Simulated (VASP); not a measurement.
# Sm2Si (P4/mmm) in VASP: a series of runs

The runs below take Sm2Si through single point, with PBE.

All numbers are computed with VASP 6.6.1; they aren't measurements. Logs are shortened: lines on timing, memory, paths and dates and some standing lists are left out, and cuts for length are marked.

**1. The cell of the first run**

It takes space group P4/mmm (No. 123, tetragonal). Conventional cell: a = 5.673 Å, b = 5.673 Å, c = 3.246 Å, α = 90.00°, β = 90.00°, γ = 90.00°. Within 3.7 Å of Sm (site symmetry mmm) lie 2 Si at 2.84 Å and 2 Sm at 3.25 Å. Sm (site symmetry mmm) has 2 Si at 2.84 Å and 2 Sm at 3.25 Å within 3.7 Å. Within 3.7 Å of Si (site symmetry 4/mmm) lie 4 Sm at 2.84 Å and 2 Si at 3.25 Å.

**2. Single point, PBE**

INCAR reads:

```
SYSTEM = Sm2Si
PREC     = Accurate       ! precision mode
ENCUT    = 500            ! plane-wave cutoff, eV
EDIFF    = 1E-6           ! SCF threshold, eV
ISMEAR   = 0              ! smearing method
SIGMA    = 0.2            ! smearing width, eV
LREAL    = .FALSE.        ! projectors in reciprocal space
LASPH    = .TRUE.         ! aspherical terms in the spheres
NELM     = 200            ! most SCF steps
ALGO     = Normal         ! electronic algorithm
ISIF     = 2              ! what is computed and relaxed
LWAVE    = .FALSE.        ! write WAVECAR
LCHARG   = .FALSE.        ! write CHGCAR
GGA      = PE             ! functional
NBANDS   = 35             ! bands
GGA_COMPAT= .FALSE.      
LMAXMIX  = 6              ! l up to which the mixer works
```

KPOINTS reads:

```
Automatic mesh
0
G
  6 4 2
  0 0 0
```

POSCAR reads:

```
Sm2Si
1.0
    0.0000000000      0.0000000000      3.2455590050
    5.6730916479      0.0000000000      0.0000000000
    0.0000000000     11.3461832957      0.0000000000
Sm Si
4 2
Direct
    0.0000000000      0.0000000000      0.2500000000
    0.0000000000      1.0000000000      0.7500000000
    0.0000000000      0.5000000000      0.0000000000
    0.0000000000      0.5000000000      0.5000000000
    0.0000000000      1.0000000000      0.0000000000
    0.0000000000      0.0000000000      0.5000000000
```

Potentials or basis: VASP PAW PBE potentials, release 64 (Sm_3, Si), 4f in core.

The run is started by

```console
$ cat potpaw_PBE.64/Sm_3/POTCAR potpaw_PBE.64/Si/POTCAR > POTCAR
$ mpirun -np 1 vasp_std > vasp.out
```

OUTCAR:

```text
SYSTEM = Sm2Si
   PREC = Accurate
   ENCUT = 500
   EDIFF = 1E-6
   ISMEAR = 0
   LREAL = .FALSE.
   LASPH = .TRUE.
   NELM = 200
   ISIF = 2
   GGA = PE

 ion  position               nearest neighbor table
   1  0.000  0.000  0.250-   5 2.84   6 2.84
   2  0.000  0.000  0.750-   5 2.84   6 2.84
   3  0.000  0.500  0.000-   5 2.84   5 2.84
   4  0.000  0.500  0.500-   6 2.84   6 2.84
   5  0.000  0.000  0.000-   1 2.84   2 2.84   3 2.84   3 2.84
   6  0.000  0.000  0.500-   1 2.84   2 2.84   4 2.84   4 2.84

  LATTYP: Found a simple orthorhombic cell.
 ALAT       =     3.2455590050
 B/A-ratio  =     1.7479551717
 C/A-ratio  =     3.4959103434

  Lattice vectors:

 A1 = (   0.0000000000,   0.0000000000,   3.2455590050)
 A2 = (   5.6730916479,   0.0000000000,   0.0000000000)
 A3 = (   0.0000000000,  11.3461832957,   0.0000000000)

Analysis of symmetry for initial positions (statically):
=====================================================================
 Subroutine PRICEL returns following result:

  LATTYP: Found a simple tetragonal cell.
 ALAT       =     5.6730916479
 C/A-ratio  =     0.5720970516

  Lattice vectors:

 A1 = (   5.6730916479,   0.0000000000,   0.0000000000)
 A2 = (   0.0000000000,   5.6730916478,   0.0000000000)
 A3 = (   0.0000000000,   0.0000000000,   3.2455590050)

   2 primitive cells build up your supercell.

 Routine SETGRP: Setting up the symmetry group for a
 simple orthorhombic supercell.

 Subroutine GETGRP returns: Found  8 space group operations
 (whereof  8 operations were pure point group operations)
 out of a pool of  8 trial point group operations.

The static configuration has the point symmetry D_2h.

Analysis of symmetry for dynamics (positions and initial velocities):
=====================================================================
 Subroutine PRICEL returns following result:

  LATTYP: Found a simple tetragonal cell.
 ALAT       =     5.6730916479
 C/A-ratio  =     0.5720970516

  Lattice vectors:

 A1 = (   5.6730916479,   0.0000000000,   0.0000000000)
 A2 = (   0.0000000000,   5.6730916478,   0.0000000000)
 A3 = (   0.0000000000,   0.0000000000,   3.2455590050)

   2 primitive cells build up your supercell.

 Routine SETGRP: Setting up the symmetry group for a
 simple orthorhombic supercell.

 Subroutine GETGRP returns: Found  8 space group operations
 (whereof  8 operations were pure point group operations)
 out of a pool of  8 trial point group operations.

The dynamic configuration has the point symmetry D_2h.

 Subroutine INISYM returns: Found  8 space group operations
 (whereof  8 operations are pure point group operations),
 and found     2 'primitive' translations

----------------------------------------------------------------------------------------

                                     Primitive cell

  volume of cell :     104.4550

  direct lattice vectors                    reciprocal lattice vectors
     5.673091648  0.000000000  0.000000000     0.176270729  0.000000000  0.000000000
     0.000000000  5.673091648  0.000000000     0.000000000  0.176270729  0.000000000
     0.000000000  0.000000000  3.245559005     0.000000000  0.000000000  0.308113332

  length of vectors
     5.673091648  5.673091648  3.245559005     0.176270729  0.176270729  0.308113332

  position of ions in fractional coordinates (direct lattice)
     0.000000000  0.500000000  0.000000000
     0.500000000  0.000000000  0.000000000
     0.000000000  0.000000000  0.000000000

  ion indices of the primitive-cell ions
   primitive index   ion index
                 1           1
                 2           3
                 3           5

----------------------------------------------------------------------------------------

 KPOINTS: Automatic mesh

Automatic generation of k-mesh.
 Grid dimensions read from file:
 generate k-points for:    6    4    2

 Generating k-lattice:

  Cartesian coordinates                     Fractional coordinates (reciprocal lattice)
     0.000000000  0.000000000  0.051352222     0.166666667  0.000000000  0.000000000
     0.044067682  0.000000000  0.000000000     0.000000000  0.250000000  0.000000000
     0.000000000  0.044067682  0.000000000     0.000000000  0.000000000  0.500000000

  Length of vectors
     0.051352222  0.044067682  0.044067682

  Shift w.r.t. Gamma in fractional coordinates (k-lattice)
     0.000000000  0.000000000  0.000000000

 Subroutine IBZKPT returns following result:
 ===========================================

 Found     24 irreducible k-points:

 Following reciprocal coordinates:
            Coordinates               Weight
  0.000000  0.000000  0.000000      1.000000
  0.166667  0.000000  0.000000      2.000000
  0.333333  0.000000  0.000000      2.000000
  0.500000  0.000000  0.000000      1.000000
  0.000000  0.250000  0.000000      2.000000
  0.166667  0.250000  0.000000      4.000000
[... 16 lines left out ...]
  0.333333  0.500000  0.500000      2.000000
  0.500000  0.500000  0.500000      1.000000
   k-points           NKPTS =     24   k-points in BZ     NKDIM =     24   number of bands    NBANDS=     35
   number of dos      NEDOS =    301   number of ions     NIONS =      6
   total plane-waves  NPLWV =  84672
   dimension x,y,z NGX =    24 NGY =   42 NGZ =   84
   dimension x,y,z NGXF=    48 NGYF=   84 NGZF=  168
   ions per type =               4   2
   NGX,Y,Z   is equivalent  to a cutoff of  12.29, 12.31, 12.31 a.u.
   NGXF,Y,Z  is equivalent  to a cutoff of  24.59, 24.62, 24.62 a.u.
 SYSTEM =  Sm2Si
   PREC   = accura    normal or accurate (medium, high low for compatibility)
   ISTART =      0    job   : 0-new  1-cont  2-samecut
   ICHARG =      2    charge: 1-file 2-atom 10-const
   ISPIN  =      1    spin polarized calculation?
   LNONCOLLINEAR =      F non collinear calculations
   LSORBIT =      F    spin-orbit coupling
   LASPH  =      T    aspherical Exc in radial PAW
   ENCUT  =  500.0 eV  36.75 Ry    6.06 a.u.   5.92 10.34 20.69*2*pi/ulx,y,z
   NELM   =    200;   NELMIN=  2; NELMDL= -5     # of ELM steps
   EDIFF  = 0.1E-05   stopping-criterion for ELM
   LREAL  =      F    real-space projection
   EDIFFG = 0.1E-04   stopping-criterion for IOM
   NSW    =      0    number of steps for IOM
   IBRION =     -1    ionic relax: 0-MD 1-quasi-New 2-CG
   NFREE  =      0    steps in history (QN), initial steepest desc. (CG)
   ISIF   =      2    stress and relaxation
   ISYM   =      2    0-nonsym 1-usesym 2-fastsym
   POTIM  = 0.5000    time-step for ionic-motion
   TEBEG  =    0.0;   TEEND  =   0.0 temperature during run
   PSTRESS=    0.0 pullay stress
   NELECT =      52.0000    total number of electrons
   NUPDOWN=      -1.0000    fix difference up-down
   EMIN   =  10.00;   EMAX   =-10.00  energy-range for DOS
   EFERMI =   0.00;   METHOD = LEGACY
   ISMEAR =     0;   SIGMA  =   0.20  broadening in eV -4-tet -1-fermi 0-gaus
   EFERMI_NEDOS =   21; number of points for ismear=-14 and -15
   IALGO  =     38    algorithm
   IMIX   =      4    mixing-type and parameters
     AMIX     =   0.40;   BMIX     =  1.00
     AMIX_MAG =   1.60;   BMIX_MAG =  1.00
  volume/ion in A,a.u.               =      34.82       234.97
  Fermi-wavevector in a.u.,A,eV,Ry     =   1.029808  1.946055 14.429039  1.060504
  Thomas-Fermi vector in A             =   2.163874
   LORBIT       =      0    0 simple, 1 ext, 2 COOP (PROOUT), +10 PAW based schemes
   GGA     = PE    functional components
   LHFCALC =     F    Hartree Fock is set to
   AEXX    =    0.0000 exact exchange contribution
   IVDW    =     0    specifies the selected vdW correction
   LEPSILON=     F    determine dielectric tensor
   LRPA    =     F    only Hartree local field effects (RPA)
 non-spin polarized calculation
 Gauss-broadening in eV      SIGMA  =   0.20
  energy-cutoff  :      500.00
  volume of cell :      208.91
 maximum number of plane-waves:      5344
 NGX is ok and might be reduce to    24

 number of electron      51.9999998 magnetization

 Free energy of the ion-electron system (eV)
  ---------------------------------------------------
  ext. energy  EPLUGINS =         0.00000000
  ---------------------------------------------------
  free energy    TOTEN  =       -27.05518253 eV

  energy without entropy =      -26.92897613  energy(sigma->0) =      -26.99207933

 E-fermi :   2.5045     XC(G=0):  -8.8813

 val. band max:        2.5036521525   @ k =   0.0000   0.2500   0.0000
 cond. band min:       2.5107871294   @ k =   0.3333   0.2500   0.0000
 fundamental gap:      0.0071349769
 Fermi energy:         2.5045150304

 k-point     1 :       0.0000    0.0000    0.0000
  band No.  band energies     occupation
      1     -38.8487      2.00000
      2     -38.8399      2.00000
      3     -38.8398      2.00000
      4     -38.8312      2.00000
      5     -18.3825      2.00000
      6     -18.3825      2.00000
[... 27 lines left out ...]
     34       6.0964      0.00000
     35       6.1295      0.00000

 k-point     2 :       0.1667    0.0000    0.0000
  band No.  band energies     occupation
      1     -38.8210      2.00000
      2     -38.8123      2.00000
      3     -38.8122      2.00000
      4     -38.8037      2.00000
      5     -18.3456      2.00000
      6     -18.3456      2.00000
[... 27 lines left out ...]
     34       4.9693      0.00000
     35       4.9712      0.00000

 k-point     3 :       0.3333    0.0000    0.0000
  band No.  band energies     occupation
      1     -38.7649      2.00000
      2     -38.7565      2.00000
      3     -38.7564      2.00000
      4     -38.7481      2.00000
      5     -18.6106      2.00000
      6     -18.5890      2.00000
[... 27 lines left out ...]
     34       4.2964      0.00000
     35       4.3218      0.00000
[... 723 lines left out ...]
 k-point    23 :       0.3333    0.5000    0.5000
  band No.  band energies     occupation
      1     -38.7564      2.00000
      2     -38.7564      2.00000
      3     -38.7564      2.00000
      4     -38.7564      2.00000
      5     -18.5886      2.00000
      6     -18.5886      2.00000
[... 27 lines left out ...]
     34       4.4512      0.00000
     35       4.9149      0.00000

 k-point    24 :       0.5000    0.5000    0.5000
  band No.  band energies     occupation
      1     -38.7282      2.00000
      2     -38.7282      2.00000
      3     -38.7281      2.00000
      4     -38.7281      2.00000
      5     -18.8585      2.00000
      6     -18.8585      2.00000
[... 27 lines left out ...]
     34       4.9068      0.00000
     35       4.9746      0.00000

------------------------ aborting loop because EDIFF is reached ----------------------------------------

  FORCE on cell =-STRESS in cart. coord.  units (eV):
  Direction    XX          YY          ZZ          XY          YZ          ZX
  --------------------------------------------------------------------------------------
  -------------------------------------------------------------------------------------
  Total        0.3618812      0.3622883      0.0635151      0.0000000      0.0000000      0.0000000
  in kB        2.7753485      2.7784707      0.4871115      0.0000000      0.0000000      0.0000000
  external PRESSURE =       2.0136436 kB  Pullay stress =       0.0000000 kB

 VOLUME and BASIS-vectors are now :
 -----------------------------------------------------------------------------
  energy-cutoff  :      500.00
  volume of cell :      208.91
      direct lattice vectors                 reciprocal lattice vectors
     0.000000000  0.000000000  3.245559005     0.000000000  0.000000000  0.308113332
     5.673091648  0.000000000  0.000000000     0.176270729  0.000000000  0.000000000
     0.000000000 11.346183296  0.000000000     0.000000000  0.088135364  0.000000000

 POSITION                                       TOTAL-FORCE (eV/Angst)
 -----------------------------------------------------------------------------------
      0.00000      2.83655      0.00000        -0.000000     -0.000000      0.000000
      0.00000      8.50964      0.00000        -0.000000     -0.000000      0.000000
      2.83655      0.00000      0.00000         0.000000      0.000000     -0.000000
      2.83655      5.67309      0.00000         0.000000      0.000000     -0.000000
      0.00000      0.00000      0.00000         0.000000      0.000000      0.000000
      0.00000      5.67309      0.00000         0.000000      0.000000      0.000000
 -----------------------------------------------------------------------------------
    total drift:                                0.000000      0.000000      0.000000

  FREE ENERGIE OF THE ION-ELECTRON SYSTEM (eV)
  ---------------------------------------------------
  free  energy   TOTEN  =       -27.0551825305 eV

  energy  without entropy=      -26.9289761250  energy(sigma->0) =      -26.99207933
```

Run time: 57 s. Hardware: 1 thread of Intel Xeon 6975P-C (Granite Rapids), shared host; peak memory 0.35 GiB.

What came out:

| Property | Result |
| --- | --- |
| Free energy | -27.0552 eV |
| Pressure | 0.2 GPa |
| Band gap on the k mesh | zero (bands 26 and 27 overlap by 0.82 eV) |

Levels at points of the mesh, in eV from the Fermi level:
| k point | band 23 | band 24 | band 25 | band 26 | band 27 | band 28 | band 29 | band 30 |
| --- | --- | --- | --- | --- | --- | --- | --- | --- |
| (0.00, 0.00, 0.00) | -1.03 | -0.72 | -0.65 | -0.65 | -0.61 | -0.54 | -0.16 | 0.31 |
| (0.50, 0.00, 0.00) | -0.87 | -0.44 | -0.34 | 0.21 | 0.22 | 0.37 | 0.58 | 1.07 |
| (0.00, 0.50, 0.00) | -1.08 | -1.03 | -0.84 | -0.84 | -0.16 | 0.04 | 0.31 | 0.92 |
| (0.50, 0.50, 0.00) | -1.47 | -1.06 | -0.44 | -0.34 | 0.21 | 0.22 | 1.39 | 1.49 |
| (0.00, 0.00, 0.50) | -1.15 | -1.15 | -0.66 | -0.66 | -0.40 | -0.40 | 0.00 | 0.00 |
| (0.50, 0.00, 0.50) | -0.51 | -0.51 | -0.42 | -0.42 | 0.35 | 0.35 | 0.71 | 0.71 |
| (0.00, 0.50, 0.50) | -0.96 | -0.96 | -0.88 | -0.88 | -0.10 | -0.10 | 0.71 | 0.71 |
| (0.50, 0.50, 0.50) | -0.85 | -0.85 | -0.84 | -0.84 | 0.43 | 0.43 | 0.86 | 0.86 |

Caveat: spin-orbit coupling is left out, which moves the levels of the heavy elements; the 4f electrons are frozen in the core, so they carry no moment and show no levels.

**3. Single point, PBE**

This run uses another cell than the first one: it holds 3 atoms, not 6.

INCAR reads:

```
PREC = Accurate ; ENCUT = 500
EDIFF = 1E-6 ; ISMEAR = 0
SIGMA = 0.1 ; LREAL = F
LASPH = T ; NELM = 200
ALGO = Normal ; ISIF = 2
LWAVE = F ; LCHARG = F
GGA = PE ; NBANDS = 20
GGA_COMPAT = F ; LMAXMIX = 6
```

KPOINTS reads:

```
regular mesh
0
Gamma
  8 8 14
```

POSCAR reads:

```
Sm2Si
1.0
    5.6730916479      0.0000000000      0.0000000000
    0.0000000000      5.6730916479      0.0000000000
    0.0000000000      0.0000000000      3.2455590050
Sm Si
2 1
Direct
    0.0000000000      0.5000000000      0.0000000000
    0.5000000000      0.0000000000      0.0000000000
    0.0000000000      0.0000000000      0.0000000000
```

Potentials or basis: VASP PAW PBE potentials, release 64 (Sm_3, Si), 4f in core.

The run is started by

```console
$ cat potpaw_PBE.64/Sm_3/POTCAR potpaw_PBE.64/Si/POTCAR > POTCAR
$ mpirun -np 1 vasp_std > vasp.out
```

Wall time 62 s (1 thread of Intel Xeon 6975P-C (Granite Rapids), shared host); peak memory 0.35 GiB.

The run converged. Its results:

| Property | Result |
| --- | --- |
| Free energy | -13.4987 eV |
| Pressure | 0.2 GPa |
| Band gap on the k mesh | zero (bands 13 and 14 overlap by 0.98 eV) |

Stress tensor (GPa, compression positive):
```
0.23 0.00 0.00
0.00 0.23 0.00
0.00 0.00 0.12
```

Levels at points of the mesh, in eV from the Fermi level:
```csv
k point,band 10,band 11,band 12,band 13,band 14,band 15,band 16,band 17
"(0.00, 0.00, 0.00)",-2.17,-0.60,-0.60,-0.60,-0.56,-0.45,2.36,4.06
"(0.50, 0.00, 0.00)",-3.09,-1.28,-0.98,-0.96,-0.09,0.36,1.40,3.11
"(0.50, 0.50, 0.00)",-3.29,-3.29,-0.73,-0.73,0.07,0.97,0.97,2.50
"(0.00, 0.00, 0.50)",-2.19,-0.79,-0.79,0.41,0.63,1.16,1.16,1.22
"(0.50, 0.00, 0.50)",-2.86,-1.42,-0.37,-0.25,0.26,0.29,1.52,1.81
"(0.50, 0.50, 0.50)",-3.35,-1.79,-1.79,-0.99,1.49,1.58,2.05,2.05
```

Caveat: spin-orbit coupling is left out, which moves the levels of the heavy elements; the 4f electrons are frozen in the core, so they carry no moment and show no levels.
